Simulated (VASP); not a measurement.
Runs of VASP 6.6.1 on K3SrAg3. The structure is that of space group Pm-3m (No. 221), or close to it. The cells are those of the table. The cell was generated, and may not be a known phase.

| task | cell | k mesh | cutoff (eV) | smearing | pressure (GPa) |
| --- | --- | --- | --- | --- | --- |
| single point | a = 5.954 Å, 7 atoms | 4 × 4 × 4 | 520 | gaussian 0.1 eV | (a) |
| single point | a = 7.389 Å, 7 atoms | 4 × 4 × 4 | 520 | gaussian 0.1 eV | 0.1 |
| single point | a = 7.457 Å, 7 atoms | 6 × 6 × 6 | 520 | gaussian 0.01 eV | 0.0 |
| relaxation of cell and atoms | relaxed from a = 5.954 Å, 7 atoms | 4 × 4 × 4 | 600 | gaussian 0.1 eV | 0.0 |

Alike in all rows: level PBE; potentials or basis VASP PAW PBE potentials, release 64 (K_sv, Sr_sv, Ag); no spin polarisation.

**Question.** Fill in the values left out.

**Answer.** (a) 9.2.

Caveats: the cell stands under pressure (at least some runs).
